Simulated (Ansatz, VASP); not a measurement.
## One calculation of Zr, two programs

```
Zr
1.0
     3.25340    0.00000    0.00000
    -1.62670    2.81753    0.00000
     0.00000    0.00000    5.18109
Zr
2
Cartesian
  0.0000 1.8784 1.2953
  1.6267 0.9392 3.8858
```

Change from the starting cell: volume scaled by 1.02.

Alike in both runs: task single point; functional PBE; k mesh 13 × 13 × 7; occupations fermi-dirac, width 0.03 eV; no spin polarisation.

```csv
,VASP,Ansatz
version,VASP 6.6.1,Ansatz 0.2.0
potentials or method,"VASP PAW PBE potentials, release 64 (Zr_sv), cutoff 520 eV","all-electron LAPW, scalar-relativistic"
```

|  | VASP | Ansatz | Ansatz less VASP |
| --- | --- | --- | --- |
| pressure (GPa) | -1.3 | -1.3 | +0.01 |
| traceless stress, the component that is largest in VASP (GPa) | 0.49 | 0.49 | +0.001 |

Ansatz ran all-electron here, and VASP with PAW potentials.
